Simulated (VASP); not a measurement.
# Ge (Fd-3m) in VASP: further runs

Aim: see how the results for Ge move with the level of theory and the settings. Levels: PBE, LDA, PBEsol. Tasks: electric field gradients.

Program: VASP 6.6.1. These are calculated values, not measurements. Logs are shortened: lines on timing, memory, paths and dates and some standing lists are left out, and cuts for length are marked.

**The experiment to reproduce.**

“Electronic and optical properties of SixGe1-x-ySny alloys lattice-matched to Ge”, 2021, arxiv:2109.02782 reports, for a bulk crystal of Ge at 300 K: band gap 0.807 eV (direct).

The runs below are set against these values where they give the same quantity.

**1. The cell of the first run**

The structure is cubic, space group Fd-3m (No. 227). Conventional cell: a = 5.769 Å, b = 5.769 Å, c = 5.769 Å, α = 90.00°, β = 90.00°, γ = 90.00°. Within 3.3 Å of Ge (site symmetry -43m) lie 4 Ge at 2.50 Å.

**2. Electric field gradients, PBE (volume scaled by 1.06)**

File INCAR:

```
  PREC = Accurate
  ENCUT = 520
  EDIFF = 1E-8
  ISMEAR = -1
  SIGMA = 0.05
  LREAL = False
  LASPH = True
  NELM = 100
  ALGO = Normal
  ISIF = 2
  LWAVE = False
  LCHARG = False
  GGA = PE
  LEFG = True
  NBANDS = 21
```

File KPOINTS:

```
regular mesh
0
Gamma
  10 10 10
```

File POSCAR:

```
Ge
1.0
    0.0000000000      2.8842501637      2.8842501637
    2.8842501637      0.0000000000      2.8842501637
    2.8842501637      2.8842501637      0.0000000000
Ge
2
Direct
    0.5000000000      0.5000000000      0.5000000000
    0.7500000000      0.7500000000      0.7500000000
```

Potentials or basis: VASP PAW PBE potentials, release 64 (Ge_d).

Launch:

```
> cat potpaw_PBE.64/Ge_d/POTCAR > POTCAR
> mpirun -np 1 vasp_std > vasp.out
```

OUTCAR:

```text
PREC = Accurate
   ENCUT = 520
   EDIFF = 1E-8
   ISMEAR = -1
   LREAL = False
   LASPH = True
   NELM = 100
   ISIF = 2
   GGA = PE

 ion  position               nearest neighbor table
   1  0.500  0.500  0.500-   2 2.50   2 2.50   2 2.50   2 2.50
   2  0.750  0.750  0.750-   1 2.50   1 2.50   1 2.50   1 2.50

  LATTYP: Found a face centered cubic cell.
 ALAT       =     5.7685003274

  Lattice vectors:

 A1 = (   0.0000000000,   2.8842501637,   2.8842501637)
 A2 = (   2.8842501637,   0.0000000000,   2.8842501637)
 A3 = (   2.8842501637,   2.8842501637,   0.0000000000)

Analysis of symmetry for initial positions (statically):
=====================================================================
 Subroutine PRICEL returns:
 Original cell was already a primitive cell.

 Routine SETGRP: Setting up the symmetry group for a
 face centered cubic supercell.

 Subroutine GETGRP returns: Found 48 space group operations
 (whereof 24 operations were pure point group operations)
 out of a pool of 48 trial point group operations.

The static configuration has the point symmetry T_d .
 The point group associated with its full space group is O_h .

Analysis of symmetry for dynamics (positions and initial velocities):
=====================================================================
 Subroutine PRICEL returns:
 Original cell was already a primitive cell.

 Routine SETGRP: Setting up the symmetry group for a
 face centered cubic supercell.

 Subroutine GETGRP returns: Found 48 space group operations
 (whereof 24 operations were pure point group operations)
 out of a pool of 48 trial point group operations.

The dynamic configuration has the point symmetry T_d .
 The point group associated with its full space group is O_h .

 Subroutine INISYM returns: Found 48 space group operations
 (whereof 24 operations are pure point group operations),
 and found     1 'primitive' translations

----------------------------------------------------------------------------------------

                                     Primitive cell

  volume of cell :      47.9876

  direct lattice vectors                    reciprocal lattice vectors
     0.000000000  2.884250164  2.884250164    -0.173355282  0.173355282  0.173355282
     2.884250164  0.000000000  2.884250164     0.173355282 -0.173355282  0.173355282
     2.884250164  2.884250164  0.000000000     0.173355282  0.173355282 -0.173355282

  length of vectors
     4.078945699  4.078945699  4.078945699     0.300260156  0.300260156  0.300260156

  position of ions in fractional coordinates (direct lattice)
     0.500000000  0.500000000  0.500000000
     0.750000000  0.750000000  0.750000000

  ion indices of the primitive-cell ions
   primitive index   ion index
                 1           1
                 2           2

----------------------------------------------------------------------------------------

 KPOINTS: regular mesh

Automatic generation of k-mesh.
 Grid dimensions read from file:
 generate k-points for:   10   10   10

 Generating k-lattice:

  Cartesian coordinates                     Fractional coordinates (reciprocal lattice)
    -0.017335528  0.017335528  0.017335528     0.100000000  0.000000000  0.000000000
     0.017335528 -0.017335528  0.017335528     0.000000000  0.100000000  0.000000000
     0.017335528  0.017335528 -0.017335528     0.000000000  0.000000000  0.100000000

  Length of vectors
     0.030026016  0.030026016  0.030026016

  Shift w.r.t. Gamma in fractional coordinates (k-lattice)
     0.000000000  0.000000000  0.000000000

 Subroutine IBZKPT returns following result:
 ===========================================

 Found     47 irreducible k-points:

 Following reciprocal coordinates:
            Coordinates               Weight
  0.000000  0.000000  0.000000      1.000000
  0.100000  0.000000  0.000000      8.000000
  0.200000  0.000000  0.000000      8.000000
  0.300000  0.000000  0.000000      8.000000
  0.400000  0.000000  0.000000      8.000000
  0.500000  0.000000  0.000000      4.000000
[... 16 lines left out ...]
  0.300000  0.300000  0.000000      6.000000
  0.400000  0.300000  0.000000     24.000000
 [... further k-points ...]
   k-points           NKPTS =     47   k-points in BZ     NKDIM =     47   number of bands    NBANDS=     21
   number of dos      NEDOS =    301   number of ions     NIONS =      2
   total plane-waves  NPLWV =  27000
   dimension x,y,z NGX =    30 NGY =   30 NGZ =   30
   dimension x,y,z NGXF=    60 NGYF=   60 NGZF=   60
   ions per type =               2
   NGX,Y,Z   is equivalent  to a cutoff of  12.23, 12.23, 12.23 a.u.
   NGXF,Y,Z  is equivalent  to a cutoff of  24.45, 24.45, 24.45 a.u.
 SYSTEM =  unknown system
   PREC   = accura    normal or accurate (medium, high low for compatibility)
   ISTART =      0    job   : 0-new  1-cont  2-samecut
   ICHARG =      2    charge: 1-file 2-atom 10-const
   ISPIN  =      1    spin polarized calculation?
   LNONCOLLINEAR =      F non collinear calculations
   LSORBIT =      F    spin-orbit coupling
   LASPH  =      T    aspherical Exc in radial PAW
   ENCUT  =  520.0 eV  38.22 Ry    6.18 a.u.   7.58  7.58  7.58*2*pi/ulx,y,z
   NELM   =    100;   NELMIN=  2; NELMDL= -5     # of ELM steps
   EDIFF  = 0.1E-07   stopping-criterion for ELM
   LREAL  =      F    real-space projection
   EDIFFG = 0.1E-06   stopping-criterion for IOM
   NSW    =      0    number of steps for IOM
   IBRION =     -1    ionic relax: 0-MD 1-quasi-New 2-CG
   NFREE  =      0    steps in history (QN), initial steepest desc. (CG)
   ISIF   =      2    stress and relaxation
   ISYM   =      2    0-nonsym 1-usesym 2-fastsym
   POTIM  = 0.5000    time-step for ionic-motion
   TEBEG  =    0.0;   TEEND  =   0.0 temperature during run
   PSTRESS=    0.0 pullay stress
   NELECT =      28.0000    total number of electrons
   NUPDOWN=      -1.0000    fix difference up-down
   EMIN   =  10.00;   EMAX   =-10.00  energy-range for DOS
   EFERMI =   0.00;   METHOD = LEGACY
   ISMEAR =    -1;   SIGMA  =   0.05  broadening in eV -4-tet -1-fermi 0-gaus
   EFERMI_NEDOS =   21; number of points for ismear=-14 and -15
   IALGO  =     38    algorithm
   IMIX   =      4    mixing-type and parameters
     AMIX     =   0.40;   BMIX     =  1.00
     AMIX_MAG =   1.60;   BMIX_MAG =  1.00
  volume/ion in A,a.u.               =      23.99       161.92
  Fermi-wavevector in a.u.,A,eV,Ry     =   1.367995  2.585136 25.462092  1.871411
  Thomas-Fermi vector in A             =   2.493998
   LORBIT       =      0    0 simple, 1 ext, 2 COOP (PROOUT), +10 PAW based schemes
   GGA     = PE    functional components
   LHFCALC =     F    Hartree Fock is set to
   AEXX    =    0.0000 exact exchange contribution
   IVDW    =     0    specifies the selected vdW correction
   LEPSILON=     F    determine dielectric tensor
   LRPA    =     F    only Hartree local field effects (RPA)
 non-spin polarized calculation
  energy-cutoff  :      520.00
  volume of cell :       47.99
 maximum number of plane-waves:      1308
   NGX = 15   NGY = 15   NGZ = 15

 number of electron      27.9999976 magnetization

 Free energy of the ion-electron system (eV)
  ---------------------------------------------------
  ext. energy  EPLUGINS =         0.00000000
  ---------------------------------------------------
  free energy    TOTEN  =        -9.03396812 eV

  energy without entropy =       -9.03300683  energy(sigma->0) =       -9.03348747

 E-fermi :   4.4086     XC(G=0):  -9.6519

 val. band max:        4.2304287596   @ k =   0.1000   0.0000   0.0000
 cond. band min:       4.4426545063   @ k =   0.0000   0.0000   0.0000
 fundamental gap:      0.2122257467
 Fermi energy:         4.4086487972

 k-point     1 :       0.0000    0.0000    0.0000
  band No.  band energies     occupation
      1     -20.2988      2.00000
      2     -20.2988      2.00000
      3     -20.2988      2.00000
      4     -20.2669      2.00000
      5     -20.2669      2.00000
      6     -20.0858      2.00000
[... 13 lines left out ...]
     20      13.7711      0.00000
     21      13.7711      0.00000

 k-point     2 :       0.1000    0.0000    0.0000
  band No.  band energies     occupation
      1     -20.3037      2.00000
      2     -20.3037      2.00000
      3     -20.2974      2.00000
      4     -20.2603      2.00000
      5     -20.2603      2.00000
      6     -20.0943      2.00000
[... 13 lines left out ...]
     20      13.1127      0.00000
     21      13.1127      0.00000
[... 487 lines left out ...]
      5     -20.1908      2.00000
      6     -20.1799      2.00000
[... 13 lines left out ...]
     20      15.2555      0.00000
     21      15.2986      0.00000

 k-point    24 :       0.4000    0.3000    0.0000
  band No.  band energies     occupation
      1     -20.3278      2.00000
      2     -20.3232      2.00000
      3     -20.2839      2.00000
      4     -20.2135      2.00000
      5     -20.1949      2.00000
      6     -20.1761      2.00000
[... 13 lines left out ...]
     20      15.7120      0.00000
     21      15.9433      0.00000

 [... further k-points ...]
[... 5 lines left out ...]
  --------------------------------------------------------------------------------------
  -------------------------------------------------------------------------------------
  Total       -0.0782257     -0.0782257     -0.0782257     -0.0000000      0.0000000      0.0000000
  in kB       -2.6117466     -2.6117466     -2.6117466     -0.0000000      0.0000000      0.0000000
  external PRESSURE =      -2.6117466 kB  Pullay stress =       0.0000000 kB

 VOLUME and BASIS-vectors are now :
 -----------------------------------------------------------------------------
  energy-cutoff  :      520.00
  volume of cell :       47.99
      direct lattice vectors                 reciprocal lattice vectors
     0.000000000  2.884250164  2.884250164    -0.173355282  0.173355282  0.173355282
     2.884250164  0.000000000  2.884250164     0.173355282 -0.173355282  0.173355282
     2.884250164  2.884250164  0.000000000     0.173355282  0.173355282 -0.173355282

 POSITION                                       TOTAL-FORCE (eV/Angst)
 -----------------------------------------------------------------------------------
      2.88425      2.88425      2.88425         0.000000     -0.000000     -0.000000
      4.32638      4.32638      4.32638        -0.000000      0.000000      0.000000
 -----------------------------------------------------------------------------------
    total drift:                                0.000000     -0.000000     -0.000000

  FREE ENERGIE OF THE ION-ELECTRON SYSTEM (eV)
  ---------------------------------------------------
  free  energy   TOTEN  =        -9.0339681169 eV

  energy  without entropy=       -9.0330068293  energy(sigma->0) =       -9.03348747

 Electric field gradients (V/A^2)
---------------------------------------------------------------------
 ion       V_xx      V_yy      V_zz      V_xy      V_xz      V_yz
---------------------------------------------------------------------
   1       0.000    -0.000    -0.000     0.005     0.005     0.005
   2       0.000    -0.000    -0.000     0.005     0.005     0.005
---------------------------------------------------------------------

 Electric field gradients after diagonalization (V/A^2)
 (convention: |V_zz| > |V_xx| > |V_yy|)
----------------------------------------------------------------------
 ion       V_xx      V_yy      V_zz     asymmetry (V_yy - V_xx)/ V_zz
----------------------------------------------------------------------
   1      -0.005    -0.005     0.009       0.000
   2      -0.005    -0.005     0.009       0.000
----------------------------------------------------------------------

           NMR quadrupolar parameters

 Cq : quadrupolar parameter    Cq=e*Q*V_zz/h
 eta: asymmetry parameters     (V_yy - V_xx)/ V_zz
 Q  : nuclear electric quadrupole moment in mb (millibarn)
----------------------------------------------------------------------
 ion       Cq(MHz)       eta       Q (mb)
----------------------------------------------------------------------
   1       0.000       0.000       1.000
   2       0.000       0.000       1.000
----------------------------------------------------------------------
```

Run time: 64 s. Hardware: 1 thread of AMD EPYC 7R43 (Zen 3), shared host; peak memory 0.14 GiB.

What came out:

| Property | Result |
| --- | --- |
| Free energy | -9.0340 eV |
| Pressure | -0.3 GPa |
| Band gap on the k mesh | zero (filled and empty bands touch) |

Levels at points of the mesh, in eV from the Fermi level:
```csv
k point,band 12,band 13,band 14,band 15,band 16,band 17
"(0.00, 0.00, 0.00)",-0.45,0.03,0.03,0.03,2.56,2.56
"(0.50, 0.00, 0.00)",-7.31,-1.28,-1.28,0.05,3.75,3.75
"(0.50, 0.50, 0.00)",-8.64,-2.84,-2.84,0.86,0.86,9.08
```

Caveat: the cell differs from its parent crystal (volume scaled by 1.06); without QUAD_EFG the Cq values of the log hold for a quadrupole moment of 1 mb, not for the nuclei.

**3. Electric field gradients, LDA**

This run uses another cell than the first one, of 22.64 Å³/atom, 0.943 times its volume.

File INCAR:

```
ALGO     = Normal         # electronic algorithm
EDIFF    = 1E-8           # SCF threshold, eV
ENCUT    = 520            # plane-wave cutoff, eV
ISIF     = 2              # what is computed and relaxed
ISMEAR   = -1             # smearing method
LASPH    = T              # aspherical terms in the spheres
LCHARG   = F              # write CHGCAR
LEFG     = T            
LREAL    = F              # projectors in reciprocal space
LWAVE    = F              # write WAVECAR
NBANDS   = 21             # bands
NELM     = 80             # most SCF steps
PREC     = Accurate       # precision mode
SIGMA    = 0.05           # smearing width, eV
```

File KPOINTS:

```
k-points
0
Gamma
  10 10 10
```

File POSCAR:

```
Ge
1.0
    0.0000000000      2.8287700000      2.8287700000
    2.8287700000      0.0000000000      2.8287700000
    2.8287700000      2.8287700000      0.0000000000
Ge
2
Direct
    0.5000000000      0.5000000000      0.5000000000
    0.7500000000      0.7500000000      0.7500000000
```

Potentials or basis: VASP PAW LDA potentials, release 64 (Ge_d).

Launch:

```
> cat potpaw_LDA.64/Ge_d/POTCAR > POTCAR
> mpirun -np 1 vasp_std > vasp.out
```

OUTCAR:

```text
EDIFF = 1E-8
   ENCUT = 520
   ISIF = 2
   ISMEAR = -1
   LASPH = T
   LREAL = F
   NELM = 80
   PREC = Accurate

 ion  position               nearest neighbor table
   1  0.500  0.500  0.500-   2 2.45   2 2.45   2 2.45   2 2.45
   2  0.750  0.750  0.750-   1 2.45   1 2.45   1 2.45   1 2.45

  LATTYP: Found a face centered cubic cell.
 ALAT       =     5.6575400000

  Lattice vectors:

 A1 = (   0.0000000000,   2.8287700000,   2.8287700000)
 A2 = (   2.8287700000,   0.0000000000,   2.8287700000)
[... 790 lines left out ...]
  ---------------------------------------------------
  free  energy   TOTEN  =       -10.3862067278 eV

  energy  without entropy=      -10.3854811618  energy(sigma->0) =      -10.38584394

 Electric field gradients (V/A^2)
---------------------------------------------------------------------
 ion       V_xx      V_yy      V_zz      V_xy      V_xz      V_yz
---------------------------------------------------------------------
   1      -0.000    -0.000     0.000     0.003     0.003     0.003
   2      -0.000    -0.000     0.000     0.003     0.003     0.003
---------------------------------------------------------------------

 Electric field gradients after diagonalization (V/A^2)
 (convention: |V_zz| > |V_xx| > |V_yy|)
----------------------------------------------------------------------
 ion       V_xx      V_yy      V_zz     asymmetry (V_yy - V_xx)/ V_zz
----------------------------------------------------------------------
   1      -0.003    -0.003     0.007       0.000
   2      -0.003    -0.003     0.007       0.000
----------------------------------------------------------------------

           NMR quadrupolar parameters

 Cq : quadrupolar parameter    Cq=e*Q*V_zz/h
 eta: asymmetry parameters     (V_yy - V_xx)/ V_zz
 Q  : nuclear electric quadrupole moment in mb (millibarn)
----------------------------------------------------------------------
 ion       Cq(MHz)       eta       Q (mb)
----------------------------------------------------------------------
   1       0.000       0.000       1.000
   2       0.000       0.000       1.000
----------------------------------------------------------------------
```

stdout:

```text
POSCAR found type information on POSCAR Ge
 POSCAR found :  1 types and       2 ions
 scaLAPACK will be used
 LDA part: xc-table for (Slater(with rela. corr.)+CA(PZ))
 , standard interpolation
 POSCAR, INCAR and KPOINTS ok, starting setup
 FFT: planning ... GRIDC
 FFT: planning ... GRID_SOFT
 FFT: planning ... GRID
 WAVECAR not read
 entering main loop
ion   1

ion   2
```

Run time: 15 s. Hardware: 1 thread of Intel Xeon 6975P-C (Granite Rapids), shared host; peak memory 0.16 GiB.

What came out:

```
Free energy            : -10.3862 eV
Pressure               : -1.2 GPa
Band gap on the k mesh : zero (filled and empty bands touch)
```

Levels at points of the mesh, in eV from the Fermi level:
| k point | band 12 | band 13 | band 14 | band 15 | band 16 | band 17 |
| --- | --- | --- | --- | --- | --- | --- |
| (0.00, 0.00, 0.00) | -0.13 | 0.01 | 0.01 | 0.01 | 2.54 | 2.54 |
| (0.50, 0.00, 0.00) | -7.63 | -1.39 | -1.39 | 0.08 | 3.73 | 3.73 |
| (0.50, 0.50, 0.00) | -8.91 | -3.07 | -3.07 | 0.68 | 0.68 | 9.42 |

Caveat: without QUAD_EFG the Cq values of the log hold for a quadrupole moment of 1 mb, not for the nuclei.

[end of part 1 of 2]
